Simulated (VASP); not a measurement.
# BiTe (Fm-3m) in VASP: a series of runs

BiTe is run at these levels: PBE; tasks: vibrations by perturbation theory.

Program: VASP 6.6.1. These are calculated values, not measurements. Logs are shortened: lines on timing, memory, paths and dates and some standing lists are left out, and cuts for length are marked.

### 1 The cell of the first run

The structure is cubic, space group Fm-3m (No. 225). Conventional cell: a = 6.510 Å, b = 6.510 Å, c = 6.510 Å, α = 90.00°, β = 90.00°, γ = 90.00°. Bi (site symmetry m-3m) has 6 Te at 3.25 Å within 4.3 Å. Te (site symmetry m-3m) has 6 Bi at 3.25 Å within 4.3 Å.

### 2 Vibrations by perturbation theory, PBE

File INCAR:

```
SYSTEM = BiTe
  PREC = Accurate
  ENCUT = 520
  EDIFF = 1E-8
  ISMEAR = -1
  SIGMA = 0.15
  LREAL = .False.
  LASPH = .True.
  NELM = 100
  ALGO = Normal
  ISIF = 2
  LWAVE = .False.
  LCHARG = .False.
  GGA = PE
  NBANDS = 18
  IBRION = 8
  NSW = 1
```

File KPOINTS:

```
Automatic mesh
0
Gamma
  12 12 12
  0 0 0
```

File POSCAR:

```
BiTe
1.0
    0.0000000000      3.2548796324      3.2548796324
    3.2548796324      0.0000000000      3.2548796324
    3.2548796324      3.2548796324      0.0000000000
Bi Te
1 1
Direct
    0.0000000000      0.0000000000      0.0000000000
    0.5000000000      0.5000000000      0.5000000000
```

Potentials or basis: VASP PAW PBE potentials, release 64 (Bi_d, Te).

On the command line:

```sh
$ cat potpaw_PBE.64/Bi_d/POTCAR potpaw_PBE.64/Te/POTCAR > POTCAR
$ mpirun -np 1 vasp_std > vasp.out
```

OUTCAR:

```text
SYSTEM = BiTe
   PREC = Accurate
   ENCUT = 520
   EDIFF = 1E-8
   ISMEAR = -1
   LREAL = .False.
   LASPH = .True.
   NELM = 100
   ISIF = 2
   GGA = PE
   IBRION = 8
   NSW = 1

 ion  position               nearest neighbor table
   1  0.000  0.000  0.000-   2 3.25   2 3.25   2 3.25   2 3.25   2 3.25   2 3.25
   2  0.500  0.500  0.500-   1 3.25   1 3.25   1 3.25   1 3.25   1 3.25   1 3.25

  LATTYP: Found a face centered cubic cell.
 ALAT       =     6.5097592648

  Lattice vectors:

 A1 = (   0.0000000000,   3.2548796324,   3.2548796324)
 A2 = (   3.2548796324,   0.0000000000,   3.2548796324)
 A3 = (   3.2548796324,   3.2548796324,   0.0000000000)

Analysis of symmetry for initial positions (statically):
=====================================================================
 Subroutine PRICEL returns:
 Original cell was already a primitive cell.

 Routine SETGRP: Setting up the symmetry group for a
 face centered cubic supercell.

 Subroutine GETGRP returns: Found 48 space group operations
[... 9 lines left out ...]

 Routine SETGRP: Setting up the symmetry group for a
 face centered cubic supercell.

 Subroutine GETGRP returns: Found 48 space group operations
[... 11 lines left out ...]
                                     Primitive cell

  volume of cell :      68.9660

  direct lattice vectors                    reciprocal lattice vectors
     0.000000000  3.254879632  3.254879632    -0.153615512  0.153615512  0.153615512
     3.254879632  0.000000000  3.254879632     0.153615512 -0.153615512  0.153615512
     3.254879632  3.254879632  0.000000000     0.153615512  0.153615512 -0.153615512

  length of vectors
     4.603094920  4.603094920  4.603094920     0.266069871  0.266069871  0.266069871

  position of ions in fractional coordinates (direct lattice)
     0.000000000  0.000000000  0.000000000
     0.500000000  0.500000000  0.500000000

  ion indices of the primitive-cell ions
   primitive index   ion index
                 1           1
                 2           2

----------------------------------------------------------------------------------------

 KPOINTS: Automatic mesh

Automatic generation of k-mesh.
 Grid dimensions read from file:
 generate k-points for:   12   12   12

 Generating k-lattice:

  Cartesian coordinates                     Fractional coordinates (reciprocal lattice)
    -0.012801293  0.012801293  0.012801293     0.083333333  0.000000000  0.000000000
     0.012801293 -0.012801293  0.012801293     0.000000000  0.083333333  0.000000000
     0.012801293  0.012801293 -0.012801293     0.000000000  0.000000000  0.083333333

  Length of vectors
     0.022172489  0.022172489  0.022172489

  Shift w.r.t. Gamma in fractional coordinates (k-lattice)
     0.000000000  0.000000000  0.000000000

 Subroutine IBZKPT returns following result:
 ===========================================

 Found     72 irreducible k-points:

 Following reciprocal coordinates:
            Coordinates               Weight
  0.000000  0.000000  0.000000      1.000000
  0.083333  0.000000  0.000000      8.000000
  0.166667  0.000000  0.000000      8.000000
  0.250000  0.000000  0.000000      8.000000
  0.333333  0.000000  0.000000      8.000000
  0.416667  0.000000  0.000000      8.000000
[... 16 lines left out ...]
  0.500000  0.166667  0.000000     24.000000
 -0.416667  0.166667  0.000000     24.000000
 [... further k-points ...]
   k-points           NKPTS =     72   k-points in BZ     NKDIM =     72   number of bands    NBANDS=     18
   number of dos      NEDOS =    301   number of ions     NIONS =      2
   total plane-waves  NPLWV =  46656
   dimension x,y,z NGX =    36 NGY =   36 NGZ =   36
   dimension x,y,z NGXF=    72 NGYF=   72 NGZF=   72
   ions per type =               1   1
   NGX,Y,Z   is equivalent  to a cutoff of  13.00, 13.00, 13.00 a.u.
   NGXF,Y,Z  is equivalent  to a cutoff of  26.00, 26.00, 26.00 a.u.
 SYSTEM =  BiTe
   PREC   = accura    normal or accurate (medium, high low for compatibility)
   ISTART =      0    job   : 0-new  1-cont  2-samecut
   ICHARG =      2    charge: 1-file 2-atom 10-const
   ISPIN  =      1    spin polarized calculation?
   LNONCOLLINEAR =      F non collinear calculations
   LSORBIT =      F    spin-orbit coupling
   LASPH  =      T    aspherical Exc in radial PAW
   ENCUT  =  520.0 eV  38.22 Ry    6.18 a.u.   8.56  8.56  8.56*2*pi/ulx,y,z
   NELM   =    100;   NELMIN=  2; NELMDL= -5     # of ELM steps
   EDIFF  = 0.1E-07   stopping-criterion for ELM
   LREAL  =      F    real-space projection
   EDIFFG = 0.1E-06   stopping-criterion for IOM
   NSW    =      1    number of steps for IOM
   IBRION =      8    ionic relax: 0-MD 1-quasi-New 2-CG
   NFREE  =      0    steps in history (QN), initial steepest desc. (CG)
   ISIF   =      2    stress and relaxation
   ISYM   =      2    0-nonsym 1-usesym 2-fastsym
   POTIM  = 0.5000    time-step for ionic-motion
   TEBEG  =    0.0;   TEEND  =   0.0 temperature during run
   PSTRESS=    0.0 pullay stress
   NELECT =      21.0000    total number of electrons
   NUPDOWN=      -1.0000    fix difference up-down
   EMIN   =  10.00;   EMAX   =-10.00  energy-range for DOS
   EFERMI =   0.00;   METHOD = LEGACY
   ISMEAR =    -1;   SIGMA  =   0.15  broadening in eV -4-tet -1-fermi 0-gaus
   EFERMI_NEDOS =   21; number of points for ismear=-14 and -15
   IALGO  =     38    algorithm
   IMIX   =      4    mixing-type and parameters
     AMIX     =   0.40;   BMIX     =  1.00
     AMIX_MAG =   1.60;   BMIX_MAG =  1.00
  volume/ion in A,a.u.               =      34.48       232.70
  Fermi-wavevector in a.u.,A,eV,Ry     =   1.101378  2.081302 16.504318  1.213033
  Thomas-Fermi vector in A             =   2.237804
   LORBIT       =      0    0 simple, 1 ext, 2 COOP (PROOUT), +10 PAW based schemes
   GGA     = PE    functional components
   LHFCALC =     F    Hartree Fock is set to
   AEXX    =    0.0000 exact exchange contribution
   IVDW    =     0    specifies the selected vdW correction
   LEPSILON=     F    determine dielectric tensor
   LRPA    =     F    only Hartree local field effects (RPA)
 non-spin polarized calculation
  energy-cutoff  :      520.00
  volume of cell :       68.97
 maximum number of plane-waves:      1880
 NGX is ok and might be reduce to    36
   NGX = 17   NGY = 17   NGZ = 17

--------------------------------------- Ionic step        1  -------------------------------------------

 number of electron      20.9999995 magnetization

 Free energy of the ion-electron system (eV)
  ---------------------------------------------------
  ext. energy  EPLUGINS =         0.00000000
  ---------------------------------------------------
  free energy    TOTEN  =        -7.22905600 eV

  energy without entropy =       -7.12279928  energy(sigma->0) =       -7.17592764

 E-fermi :   6.4448     XC(G=0):  -9.3517

 val. band max:        6.4020482578   @ k =  -0.2500   0.2500   0.0000
 cond. band min:       6.4561319912   @ k =   0.2500   0.1667   0.0000
 fundamental gap:      0.0540837334
 Fermi energy:         6.4448200099

 k-point     1 :       0.0000    0.0000    0.0000
  band No.  band energies     occupation
      1     -16.7221      2.00000
      2     -16.7221      2.00000
      3     -16.7201      2.00000
      4     -16.7201      2.00000
      5     -16.7201      2.00000
      6      -6.9665      2.00000
[... 10 lines left out ...]
     17      12.4585      0.00000
     18      13.0352      0.00000
[... 463 lines left out ...]
 k-point    24 :      -0.4167    0.1667    0.0000
  band No.  band energies     occupation
      1     -16.7275      2.00000
      2     -16.7248      2.00000
      3     -16.7175      2.00000
      4     -16.7146      2.00000
      5     -16.7136      2.00000
      6      -5.0341      2.00000
[... 10 lines left out ...]
     17      15.8463      0.00000
     18      17.0223      0.00000

 [... further k-points ...]

------------------------ aborting loop because EDIFF is reached ----------------------------------------

  FORCE on cell =-STRESS in cart. coord.  units (eV):
  Direction    XX          YY          ZZ          XY          YZ          ZX
  --------------------------------------------------------------------------------------
  -------------------------------------------------------------------------------------
  Total       -0.0204333     -0.0204333     -0.0204333      0.0000000      0.0000000     -0.0000000
  in kB       -0.4746946     -0.4746946     -0.4746946      0.0000000      0.0000000     -0.0000000
  external PRESSURE =      -0.4746946 kB  Pullay stress =       0.0000000 kB

 VOLUME and BASIS-vectors are now :
 -----------------------------------------------------------------------------
  energy-cutoff  :      520.00
  volume of cell :       68.97
      direct lattice vectors                 reciprocal lattice vectors
     0.000000000  3.254879632  3.254879632    -0.153615512  0.153615512  0.153615512
     3.254879632  0.000000000  3.254879632     0.153615512 -0.153615512  0.153615512
     3.254879632  3.254879632  0.000000000     0.153615512  0.153615512 -0.153615512

 POSITION                                       TOTAL-FORCE (eV/Angst)
 -----------------------------------------------------------------------------------
      0.00000      0.00000      0.00000        -0.000000      0.000000     -0.000000
      3.25488      3.25488      3.25488         0.000000      0.000000      0.000000
 -----------------------------------------------------------------------------------
    total drift:                               -0.000000      0.000000      0.000000

  FREE ENERGIE OF THE ION-ELECTRON SYSTEM (eV)
  ---------------------------------------------------
  free  energy   TOTEN  =        -7.2290560038 eV

  energy  without entropy=       -7.1227992816  energy(sigma->0) =       -7.17592764

[... ionic steps 2 to 3 ...]

--------------------------------------- Ionic step        4  -------------------------------------------

------------------------ aborting loop because EDIFF is reached ----------------------------------------

[... ionic steps 5 to 6 ...]

--------------------------------------- Ionic step        7  -------------------------------------------

 Free energy of the ion-electron system (eV)
  ---------------------------------------------------
  ---------------------------------------------------
  free energy    TOTEN  =        -0.04693645 eV

  energy without entropy =       -0.04693647

------------------------ aborting loop because EDIFF is reached ----------------------------------------

 INTERNAL STRAIN TENSOR  FOR ION    2  DIRECTION 1   (eV/Angst):
 -----------------------------------------------------------------------------
     0.01516 -0.00000  0.00000
    -0.00000  0.00806 -0.00000
     0.00000 -0.00000  0.00806

 INTERNAL STRAIN TENSOR FOR ION    2 for displacements in x,y,z  (eV/Angst):
          X           Y           Z          XY          YZ          ZX
  --------------------------------------------------------------------------------
  x     0.00000     0.00000     0.00000     0.00000     0.00000     0.00000
  y     0.00000     0.00000     0.00000     0.00000     0.00000     0.00000
  z     0.00000     0.00000     0.00000     0.00000     0.00000     0.00000

 SECOND DERIVATIVES (NOT SYMMETRIZED)
 ------------------------------------
               1X          1Y          1Z          2X          2Y          2Z
  1X    -2.098519    0.000000    0.000000    2.098519    0.000000    0.000000
  1Y     0.000000   -2.098519    0.000000    0.000000    2.098519    0.000000
  1Z     0.000000    0.000000   -2.098519    0.000000    0.000000    2.098519
  2X     2.131492    0.000000    0.000000   -2.131492    0.000000    0.000000
  2Y     0.000000    2.131492    0.000000    0.000000   -2.131492    0.000000
  2Z     0.000000    0.000000    2.131492    0.000000    0.000000   -2.131492

 Eigenvectors and eigenvalues of the dynamical matrix
 ----------------------------------------------------

   1 f  =    2.556730 THz    16.064410 2PiTHz   85.283342 cm-1    10.573782 meV
             X         Y         Z           dx          dy          dz
      0.000000  0.000000  0.000000     0.000000    0.612738    0.000000
      3.254880  3.254880  3.254880     0.000000   -0.790286    0.000000

   2 f  =    2.556730 THz    16.064410 2PiTHz   85.283342 cm-1    10.573782 meV
             X         Y         Z           dx          dy          dz
      0.000000  0.000000  0.000000    -0.612738    0.000000    0.000000
      3.254880  3.254880  3.254880     0.790286    0.000000    0.000000

   3 f  =    2.556730 THz    16.064410 2PiTHz   85.283342 cm-1    10.573782 meV
             X         Y         Z           dx          dy          dz
      0.000000  0.000000  0.000000     0.000000    0.000000   -0.612738
      3.254880  3.254880  3.254880     0.000000    0.000000    0.790286

   4 f/i=    0.009651 THz     0.060640 2PiTHz    0.321926 cm-1     0.039914 meV
             X         Y         Z           dx          dy          dz
      0.000000  0.000000  0.000000     0.790286    0.000000    0.000000
      3.254880  3.254880  3.254880     0.612738    0.000000    0.000000

   5 f/i=    0.009651 THz     0.060640 2PiTHz    0.321926 cm-1     0.039914 meV
             X         Y         Z           dx          dy          dz
      0.000000  0.000000  0.000000     0.000000   -0.790286    0.000000
      3.254880  3.254880  3.254880     0.000000   -0.612738    0.000000

   6 f/i=    0.009651 THz     0.060640 2PiTHz    0.321926 cm-1     0.039914 meV
             X         Y         Z           dx          dy          dz
      0.000000  0.000000  0.000000     0.000000    0.000000    0.790286
      3.254880  3.254880  3.254880     0.000000    0.000000    0.612738

--------------------------------------------------------------------------------------------------------

 ELASTIC MODULI CONTR FROM IONIC RELAXATION (kBar)
 Direction    XX          YY          ZZ          XY          YZ          ZX
 --------------------------------------------------------------------------------
 XX           0.0000      0.0000      0.0000      0.0000      0.0000      0.0000
 YY           0.0000      0.0000      0.0000      0.0000      0.0000      0.0000
 ZZ           0.0000      0.0000      0.0000      0.0000      0.0000      0.0000
 XY           0.0000      0.0000      0.0000      0.0000      0.0000      0.0000
 YZ           0.0000      0.0000      0.0000      0.0000      0.0000      0.0000
 ZX           0.0000      0.0000      0.0000      0.0000      0.0000      0.0000
 --------------------------------------------------------------------------------
```

It took 9.1 min on 1 thread of Intel Xeon Platinum 8488C (Sapphire Rapids), shared host; peak memory 0.56 GiB.

Results:

* Highest phonon frequency at Γ, LO-TO splitting left out: 85 cm⁻¹

Phonon frequencies in cm⁻¹ (negative: imaginary):
```tsv
q point	frequencies
(0.000, 0.000, 0.000)	0 0 0 85 85 85
```

Caveat: spin-orbit coupling is left out, which moves the levels of the heavy elements.

### 3 Vibrations by perturbation theory, PBE

File INCAR:

```
PREC = Accurate ; ENCUT = 520
EDIFF = 1E-8 ; ISMEAR = -1
SIGMA = 0.15 ; LREAL = F
LASPH = T ; NELM = 100
ALGO = Normal ; ISIF = 2
LWAVE = F ; LCHARG = F
GGA = PE ; NBANDS = 18
IBRION = 8 ; NSW = 1
```

File KPOINTS:

```
Automatic mesh
0
Gamma
  12 12 12
```

POSCAR is that of step 2.

Potentials or basis: VASP PAW PBE potentials, release 64 (Bi_d, Te).

On the command line:

```sh
$ cat potpaw_PBE.64/Bi_d/POTCAR potpaw_PBE.64/Te/POTCAR > POTCAR
$ mpirun -np 1 vasp_std > vasp.out
```

OUTCAR:

```text
PREC = Accurate
   ENCUT = 520
   EDIFF = 1E-8
   ISMEAR = -1
   LREAL = F
   LASPH = T
   NELM = 100
   ISIF = 2
   GGA = PE
   IBRION = 8
   NSW = 1

 ion  position               nearest neighbor table
   1  0.000  0.000  0.000-   2 3.25   2 3.25   2 3.25   2 3.25   2 3.25   2 3.25
   2  0.500  0.500  0.500-   1 3.25   1 3.25   1 3.25   1 3.25   1 3.25   1 3.25

  LATTYP: Found a face centered cubic cell.
 ALAT       =     6.5097592648

  Lattice vectors:

 A1 = (   0.0000000000,   3.2548796324,   3.2548796324)
 A2 = (   3.2548796324,   0.0000000000,   3.2548796324)
 A3 = (   3.2548796324,   3.2548796324,   0.0000000000)

Analysis of symmetry for initial positions (statically):
=====================================================================
 Subroutine PRICEL returns:
 Original cell was already a primitive cell.

 Routine SETGRP: Setting up the symmetry group for a
 face centered cubic supercell.

 Subroutine GETGRP returns: Found 48 space group operations
[... 9 lines left out ...]

[... 722 lines left out ...]
 -----------------------------------------------------------------------------
     0.01516 -0.00000  0.00000
    -0.00000  0.00806 -0.00000
     0.00000 -0.00000  0.00806

 INTERNAL STRAIN TENSOR FOR ION    2 for displacements in x,y,z  (eV/Angst):
          X           Y           Z          XY          YZ          ZX
  --------------------------------------------------------------------------------
  x     0.00000     0.00000     0.00000     0.00000     0.00000     0.00000
  y     0.00000     0.00000     0.00000     0.00000     0.00000     0.00000
  z     0.00000     0.00000     0.00000     0.00000     0.00000     0.00000

 SECOND DERIVATIVES (NOT SYMMETRIZED)
 ------------------------------------
               1X          1Y          1Z          2X          2Y          2Z
  1X    -2.098519    0.000000    0.000000    2.098519    0.000000    0.000000
  1Y     0.000000   -2.098519    0.000000    0.000000    2.098519    0.000000
  1Z     0.000000    0.000000   -2.098519    0.000000    0.000000    2.098519
  2X     2.131492    0.000000    0.000000   -2.131492    0.000000    0.000000
  2Y     0.000000    2.131492    0.000000    0.000000   -2.131492    0.000000
  2Z     0.000000    0.000000    2.131492    0.000000    0.000000   -2.131492

 Eigenvectors and eigenvalues of the dynamical matrix
 ----------------------------------------------------

   1 f  =    2.556730 THz    16.064410 2PiTHz   85.283342 cm-1    10.573782 meV
             X         Y         Z           dx          dy          dz
      0.000000  0.000000  0.000000     0.000000    0.612738    0.000000
      3.254880  3.254880  3.254880     0.000000   -0.790286    0.000000
[... 21 lines left out ...]
   6 f/i=    0.009651 THz     0.060640 2PiTHz    0.321926 cm-1     0.039914 meV
             X         Y         Z           dx          dy          dz
      0.000000  0.000000  0.000000     0.000000    0.000000    0.790286
      3.254880  3.254880  3.254880     0.000000    0.000000    0.612738

--------------------------------------------------------------------------------------------------------

 ELASTIC MODULI CONTR FROM IONIC RELAXATION (kBar)
 Direction    XX          YY          ZZ          XY          YZ          ZX
 --------------------------------------------------------------------------------
 XX           0.0000      0.0000      0.0000      0.0000      0.0000      0.0000
 YY           0.0000      0.0000      0.0000      0.0000      0.0000      0.0000
 ZZ           0.0000      0.0000      0.0000      0.0000      0.0000      0.0000
 XY           0.0000      0.0000      0.0000      0.0000      0.0000      0.0000
 YZ           0.0000      0.0000      0.0000      0.0000      0.0000      0.0000
 ZX           0.0000      0.0000      0.0000      0.0000      0.0000      0.0000
 --------------------------------------------------------------------------------
```

OSZICAR:

```text
N       E                     dE             d eps       ncg     rms          rms(c)
DAV:   1     0.158266566469E+03    0.15827E+03   -0.98137E+03  2608   0.111E+03
DAV:   2     0.470671516442E+01   -0.15356E+03   -0.14962E+03  2768   0.304E+02
DAV:   3    -0.691866209396E+01   -0.11625E+02   -0.11515E+02  3148   0.887E+01
[... 48 lines left out ...]
RMM:   7    -0.469375975458E-01   -0.15620E-05   -0.41587E-08 11865   0.120E-03    0.594E-04
RMM:   8    -0.469360322011E-01    0.15653E-05   -0.20484E-07 11427   0.435E-04    0.113E-04
RMM:   9    -0.469363227303E-01   -0.29053E-06    0.63957E-08 12795   0.151E-04    0.629E-05
RMM:  10    -0.469364312654E-01   -0.10854E-06   -0.14930E-07 11314   0.498E-05    0.614E-06
RMM:  11    -0.469364538042E-01   -0.22539E-07   -0.75672E-08 12492   0.201E-05    0.857E-06
RMM:  12    -0.469364547531E-01   -0.94895E-09   -0.10417E-08 10404   0.108E-05    0.163E-06
 Linear response finished
```

Wall time 9.8 min (1 thread of Intel Xeon Platinum 8488C (Sapphire Rapids), shared host); peak memory 0.56 GiB.

Results:

| Item | Value |
| --- | --- |
| Highest phonon frequency at Γ, LO-TO splitting left out | 85 cm⁻¹ |

Phonon frequencies in cm⁻¹ (negative: imaginary):
```
              q point     frequencies
(0.000, 0.000, 0.000)  0 0 0 85 85 85
```

Caveat: spin-orbit coupling is left out, which moves the levels of the heavy elements.
